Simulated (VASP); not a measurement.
# Ge (P6_3/mmc) in VASP: a series of runs

The runs below take Ge through relaxation of cell and atoms, with LDA.

Everything below comes from runs of VASP 6.6.1. Logs are shortened: lines on timing, memory, paths and dates and some standing lists are left out, and cuts for length are marked.

## 1. The cell of the first run

It takes space group P6_3/mmc (No. 194, hexagonal). Conventional cell: a = 2.927 Å, b = 2.927 Å, c = 4.741 Å, α = 90.00°, β = 90.00°, γ = 120.00°. Ge (site symmetry -6m2) has 12 Ge at 2.91 to 2.93 Å within 3.8 Å.

This isn't the form of Ge at room conditions, which is diamond.

## 2. Relaxation of cell and atoms, LDA, target pressure 1.5 GPa, at which the enthalpy is minimised

The input, INCAR:

```
SYSTEM = Ge
PREC = Accurate
ENCUT = 600
EDIFF = 1E-6
ISMEAR = -1
SIGMA = 0.08
LREAL = .FALSE.
LASPH = .TRUE.
NELM = 80
ALGO = Normal
ISIF = 3
LWAVE = .FALSE.
LCHARG = .FALSE.
GGA = CA
IBRION = 2
NSW = 60
EDIFFG = -0.005
PSTRESS = 15.0
```

The input, KPOINTS:

```
regular mesh
0
G
  15 15 8
  0 0 0
```

The input, POSCAR:

```
Ge
1.0
    2.9267015200      0.0000000000      0.0000000000
   -1.4633507600      2.5345978656      0.0000000000
    0.0000000000      0.0000000000      4.7412564624
Ge
2
Direct
    0.3333333333      0.6666666667      0.2500000000
    0.6666666667      0.3333333333      0.7500000000
```

Potentials or basis: VASP PAW LDA potentials, release 64 (Ge_d).

Started as:

```console
$ cat potpaw_LDA.64/Ge_d/POTCAR > POTCAR
$ mpirun -np 1 vasp_std > vasp.out
```

OUTCAR:

```text
SYSTEM = Ge
   PREC = Accurate
   ENCUT = 600
   EDIFF = 1E-6
   ISMEAR = -1
   LREAL = .FALSE.
   LASPH = .TRUE.
   NELM = 80
   ISIF = 3
   GGA = CA
   IBRION = 2
   NSW = 60
   EDIFFG = -0.005
   PSTRESS = 15.0

 ion  position               nearest neighbor table
   1  0.333  0.667  0.250-   2 2.91   2 2.91   2 2.91   2 2.91   2 2.91   2 2.91
   2  0.667  0.333  0.750-   1 2.91   1 2.91   1 2.91   1 2.91   1 2.91   1 2.91

  LATTYP: Found a hexagonal cell.
 ALAT       =     2.9267015200
 C/A-ratio  =     1.6200000000

  Lattice vectors:

 A1 = (   2.9267015200,   0.0000000000,   0.0000000000)
 A2 = (  -1.4633507600,   2.5345978656,   0.0000000000)
 A3 = (   0.0000000000,   0.0000000000,   4.7412564624)

Analysis of symmetry for initial positions (statically):
=====================================================================
 Subroutine PRICEL returns:
 Original cell was already a primitive cell.

 Routine SETGRP: Setting up the symmetry group for a
 hexagonal supercell.

 Subroutine GETGRP returns: Found 24 space group operations
 (whereof 12 operations were pure point group operations)
 out of a pool of 24 trial point group operations.

The static configuration has the point symmetry D_3d.
 The point group associated with its full space group is D_6h.

Analysis of symmetry for dynamics (positions and initial velocities):
=====================================================================
 Subroutine PRICEL returns:
 Original cell was already a primitive cell.

 Routine SETGRP: Setting up the symmetry group for a
 hexagonal supercell.

 Subroutine GETGRP returns: Found 24 space group operations
 (whereof 12 operations were pure point group operations)
 out of a pool of 24 trial point group operations.

The dynamic configuration has the point symmetry D_3d.
 The point group associated with its full space group is D_6h.

 Subroutine INISYM returns: Found 24 space group operations
 (whereof 12 operations are pure point group operations),
 and found     1 'primitive' translations

----------------------------------------------------------------------------------------

                                     Primitive cell

  volume of cell :      35.1707

  direct lattice vectors                    reciprocal lattice vectors
     2.926701520  0.000000000  0.000000000     0.341681580  0.197269952  0.000000000
    -1.463350760  2.534597866  0.000000000     0.000000000  0.394539905  0.000000000
     0.000000000  0.000000000  4.741256462     0.000000000  0.000000000  0.210914556

  length of vectors
     2.926701520  2.926701520  4.741256462     0.394539905  0.394539905  0.210914556

  position of ions in fractional coordinates (direct lattice)
     0.333333333  0.666666667  0.250000000
     0.666666667  0.333333333  0.750000000

  ion indices of the primitive-cell ions
   primitive index   ion index
                 1           1
                 2           2

----------------------------------------------------------------------------------------

 KPOINTS: regular mesh

Automatic generation of k-mesh.
 Grid dimensions read from file:
 generate k-points for:   15   15    8

 Generating k-lattice:

  Cartesian coordinates                     Fractional coordinates (reciprocal lattice)
     0.022778772  0.013151330  0.000000000     0.066666667  0.000000000  0.000000000
     0.000000000  0.026302660  0.000000000     0.000000000  0.066666667  0.000000000
     0.000000000  0.000000000  0.026364319     0.000000000  0.000000000  0.125000000

  Length of vectors
     0.026302660  0.026302660  0.026364319

  Shift w.r.t. Gamma in fractional coordinates (k-lattice)
     0.000000000  0.000000000  0.000000000

 Subroutine IBZKPT returns following result:
 ===========================================

 Found    135 irreducible k-points:

 Following reciprocal coordinates:
            Coordinates               Weight
  0.000000  0.000000  0.000000      1.000000
  0.066667  0.000000  0.000000      6.000000
  0.133333  0.000000  0.000000      6.000000
  0.200000  0.000000  0.000000      6.000000
  0.266667  0.000000  0.000000      6.000000
  0.333333  0.000000  0.000000      6.000000
[... 16 lines left out ...]
  0.333333  0.200000  0.000000     12.000000
  0.400000  0.200000  0.000000      6.000000
 [... further k-points ...]
   k-points           NKPTS =    135   k-points in BZ     NKDIM =    135   number of bands    NBANDS=     18
   number of dos      NEDOS =    301   number of ions     NIONS =      2
   total plane-waves  NPLWV =  23040
   dimension x,y,z NGX =    24 NGY =   24 NGZ =   40
   dimension x,y,z NGXF=    48 NGYF=   48 NGZF=   80
   ions per type =               2
   NGX,Y,Z   is equivalent  to a cutoff of  13.63, 13.63, 14.03 a.u.
   NGXF,Y,Z  is equivalent  to a cutoff of  27.27, 27.27, 28.05 a.u.
 SYSTEM =  Ge
   PREC   = accura    normal or accurate (medium, high low for compatibility)
   ISTART =      0    job   : 0-new  1-cont  2-samecut
   ICHARG =      2    charge: 1-file 2-atom 10-const
   ISPIN  =      1    spin polarized calculation?
   LNONCOLLINEAR =      F non collinear calculations
   LSORBIT =      F    spin-orbit coupling
   LASPH  =      T    aspherical Exc in radial PAW
   ENCUT  =  600.0 eV  44.10 Ry    6.64 a.u.   5.85  5.85  9.47*2*pi/ulx,y,z
   NELM   =     80;   NELMIN=  2; NELMDL= -5     # of ELM steps
   EDIFF  = 0.1E-05   stopping-criterion for ELM
   LREAL  =      F    real-space projection
   EDIFFG = -.5E-02   stopping-criterion for IOM
   NSW    =     60    number of steps for IOM
   IBRION =      2    ionic relax: 0-MD 1-quasi-New 2-CG
   NFREE  =      1    steps in history (QN), initial steepest desc. (CG)
   ISIF   =      3    stress and relaxation
   ISYM   =      2    0-nonsym 1-usesym 2-fastsym
   POTIM  = 0.5000    time-step for ionic-motion
   TEBEG  =    0.0;   TEEND  =   0.0 temperature during run
   PSTRESS=   15.0 pullay stress
   NELECT =      28.0000    total number of electrons
   NUPDOWN=      -1.0000    fix difference up-down
   EMIN   =  10.00;   EMAX   =-10.00  energy-range for DOS
   EFERMI =   0.00;   METHOD = LEGACY
   ISMEAR =    -1;   SIGMA  =   0.08  broadening in eV -4-tet -1-fermi 0-gaus
   EFERMI_NEDOS =   21; number of points for ismear=-14 and -15
   IALGO  =     38    algorithm
   IMIX   =      4    mixing-type and parameters
     AMIX     =   0.40;   BMIX     =  1.00
     AMIX_MAG =   1.60;   BMIX_MAG =  1.00
  volume/ion in A,a.u.               =      17.59       118.67
  Fermi-wavevector in a.u.,A,eV,Ry     =   1.517285  2.867253 31.322708  2.302154
  Thomas-Fermi vector in A             =   2.626561
   LORBIT       =      0    0 simple, 1 ext, 2 COOP (PROOUT), +10 PAW based schemes
   GGA     = CA    functional components
   LHFCALC =     F    Hartree Fock is set to
   AEXX    =    0.0000 exact exchange contribution
   IVDW    =     0    specifies the selected vdW correction
   LEPSILON=     F    determine dielectric tensor
   LRPA    =     F    only Hartree local field effects (RPA)
 conjugate gradient relaxation of ions
 non-spin polarized calculation
  energy-cutoff  :      600.00
  volume of cell :       35.17
 maximum number of plane-waves:      1194
 NGX is ok and might be reduce to    24
   NGX = 11   NGY = 11   NGZ = 19

--------------------------------------- Ionic step        1  -------------------------------------------

 number of electron      27.9999980 magnetization

 Free energy of the ion-electron system (eV)
  ---------------------------------------------------
  ext. energy  EPLUGINS =         0.00000000
  ---------------------------------------------------
  free energy    TOTEN  =        -9.77268265 eV

  energy without entropy =       -9.75457957  energy(sigma->0) =       -9.76363111

------------------------ aborting loop because EDIFF is reached ----------------------------------------

  FORCE on cell =-STRESS in cart. coord.  units (eV):
  Direction    XX          YY          ZZ          XY          YZ          ZX
  --------------------------------------------------------------------------------------
  -------------------------------------------------------------------------------------
  Total        0.0864740      0.0864740      0.9489912      0.0000000     -0.0000000     -0.0000000
  in kB        3.9392646      3.9392646     43.2306562      0.0000000     -0.0000000     -0.0000000
  external PRESSURE =       2.0363951 kB  Pullay stress =      15.0000000 kB
[... 251 lines left out ...]
  enthalpy is  TOTEN    =        -9.4570268249 eV   P V=        0.3315013750

--------------------------------------- Ionic step        8  -------------------------------------------

 number of electron      28.0000010 magnetization

 Free energy of the ion-electron system (eV)
  ---------------------------------------------------
  ext. energy  EPLUGINS =         0.00000000
  ---------------------------------------------------
  free energy    TOTEN  =        -9.78846851 eV

  energy without entropy =       -9.77006395  energy(sigma->0) =       -9.77926623

 E-fermi :   7.1800     XC(G=0): -11.9035

 val. band max:        7.1714644590   @ k =   0.3333   0.2000   0.5000
 cond. band min:       7.1950111579   @ k =   0.3333   0.2667   0.2500
 fundamental gap:      0.0235466989
 Fermi energy:         7.1800203897

 k-point     1 :       0.0000    0.0000    0.0000
  band No.  band energies     occupation
      1     -17.6222      2.00000
      2     -17.6206      2.00000
      3     -17.6102      2.00000
      4     -17.6102      2.00000
      5     -17.6024      2.00000
      6     -17.6024      2.00000
[... 10 lines left out ...]
     17      16.7614      0.00000
     18      16.7614      0.00000
[... 466 lines left out ...]
      2     -17.6349      2.00000
      3     -17.5907      2.00000
      4     -17.5905      2.00000
      5     -17.5681      2.00000
      6     -17.5521      2.00000
[... 10 lines left out ...]
     17       8.8274      0.00000
     18      10.3137      0.00000

 [... further k-points ...]

------------------------ aborting loop because EDIFF is reached ----------------------------------------

  FORCE on cell =-STRESS in cart. coord.  units (eV):
  Direction    XX          YY          ZZ          XY          YZ          ZX
  --------------------------------------------------------------------------------------
  -------------------------------------------------------------------------------------
  Total        0.3384001      0.3384001      0.3385045     -0.0000000      0.0000000      0.0000000
  in kB       15.3150928     15.3150928     15.3198135     -0.0000000      0.0000000      0.0000000
  external PRESSURE =       0.3166664 kB  Pullay stress =      15.0000000 kB
[... 17 lines left out ...]
  FREE ENERGIE OF THE ION-ELECTRON SYSTEM (eV)
  ---------------------------------------------------
  free  energy   TOTEN  =        -9.7884685147 eV

  energy  without entropy=       -9.7700639521  energy(sigma->0) =       -9.77926623

  enthalpy is  TOTEN    =        -9.4570306137 eV   P V=        0.3314379010

 reached required accuracy - stopping structural energy minimisation
```

It took 3.8 min on 1 thread of Intel Xeon Platinum 8259CL at 2.50GHz (Skylake/Cascade Lake), shared host; peak memory 0.21 GiB.

What came out:

| Quantity | Value |
| --- | --- |
| Free energy | -9.7885 eV |
| Relaxed volume | 17.70 Å³/atom |
| Relaxed cell | a = 2.890 Å, b = 2.890 Å, c = 4.893 Å, α = 90.00°, β = 90.00°, γ = 120.00° |
| Space group after relaxing (to 0.1 Å) | P6_3/mmc (No. 194) |
| Energy change on relaxing (the run minimises the enthalpy) | -7.9 meV/atom |
| Ionic steps | 8 |
| Pressure after relaxing | 1.5 GPa |
| Band gap on the k mesh | zero (bands 14 and 15 overlap by 10.90 eV) |

Step by step:
| step | energy change (eV) | largest force (eV/Å) | pressure (GPa) | volume (Å³) |
| --- | --- | --- | --- | --- |
| 1 | 0.0000 | 0.0000 | 1.70 | 35.17 |
| 2 | -0.0105 | 0.0000 | 1.53 | 35.28 |
| 3 | -0.0153 | 0.0000 | 1.37 | 35.37 |
| 4 | -0.0157 | 0.0000 | 1.58 | 35.39 |
| 5 | -0.0157 | 0.0000 | 1.53 | 35.40 |
| 6 | -0.0159 | 0.0000 | 1.31 | 35.42 |
| 7 | -0.0158 | 0.0000 | 1.47 | 35.41 |
| 8 | -0.0158 | 0.0000 | 1.53 | 35.40 |

Final structure:
```
Ge
1.0
     2.89035    0.00000    0.00000
    -1.44518    2.50312    0.00000
     0.00000    0.00000    4.89316
Ge
2
Direct
  0.33333 0.66667 0.25000
  0.66667 0.33333 0.75000
```

Levels at points of the mesh, in eV from the Fermi level:
| k point | band 10 | band 11 | band 12 | band 13 | band 14 | band 15 | band 16 | band 17 | band 18 |
| --- | --- | --- | --- | --- | --- | --- | --- | --- | --- |
| (0.00, 0.00, 0.00) | -24.68 | -13.68 | -8.47 | -5.96 | 7.72 | 7.72 | 8.89 | 9.58 | 9.58 |
| (0.00, 0.00, 0.50) | -24.71 | -12.13 | -12.13 | 0.73 | 0.73 | 8.71 | 8.71 | 8.71 | 8.71 |

Caveat: the cell is relaxed towards a set pressure, so the run minimises the enthalpy, not the energy.

## 3. Relaxation of cell and atoms, LDA, target pressure 1.5 GPa, at which the enthalpy is minimised

This run uses another cell than the first one, of 17.66 Å³/atom.

The input, INCAR:

```
ALGO = Normal
EDIFF = 1E-6
EDIFFG = -0.005
ENCUT = 600
GGA = CA
IBRION = 2
ISIF = 3
ISMEAR = -1
LASPH = T
LCHARG = F
LREAL = F
LWAVE = F
NELM = 60
NSW = 32
PREC = Accurate
PSTRESS = 15.0
SIGMA = 0.08
```

The input, KPOINTS:

```
k-points
0
Gamma
  15 15 8
```

The input, POSCAR:

```
Ge
1.0
    2.8879525246      0.0000000000      0.0000000000
   -1.4439762623      2.5010402512      0.0000000000
    0.0000000000      0.0000000000      4.8889479062
Ge
2
Direct
    0.3333333333      0.6666666667      0.2500000000
    0.6666666667      0.3333333333      0.7500000000
```

Potentials or basis: VASP PAW LDA potentials, release 64 (Ge_d).

Started as:

```console
$ cat potpaw_LDA.64/Ge_d/POTCAR > POTCAR
$ mpirun -np 1 vasp_std > vasp.out
```

Wall time 47 s (1 thread of Intel Xeon Platinum 8259CL at 2.50GHz (Skylake/Cascade Lake), shared host); peak memory 0.2 GiB.

It converged, with:

| Item | Value |
| --- | --- |
| Free energy | -9.7876 eV |
| Pressure after relaxing | 1.5 GPa |
| Band gap on the k mesh | zero (bands 14 and 15 overlap by 10.93 eV) |

Final structure:
```
Ge
1.0
     2.88795    0.00000    0.00000
    -1.44398    2.50104    0.00000
     0.00000    0.00000    4.88895
Ge
2
Direct
  0.33333 0.66667 0.25000
  0.66667 0.33333 0.75000
```

Levels at points of the mesh, in eV from the Fermi level:
```csv
k point,band 11,band 12,band 13,band 14,band 15,band 16,band 17,band 18
"(0.00, 0.00, 0.00)",-13.71,-8.48,-5.97,7.74,7.74,8.91,9.61,9.61
"(0.00, 0.00, 0.50)",-12.15,-12.15,0.73,0.73,8.74,8.74,8.74,8.74
```

Caveat: the cell is relaxed towards a set pressure, so the run minimises the enthalpy, not the energy.

The gap in the log of VASP goes by the Fermi energy; the results here count the filled bands.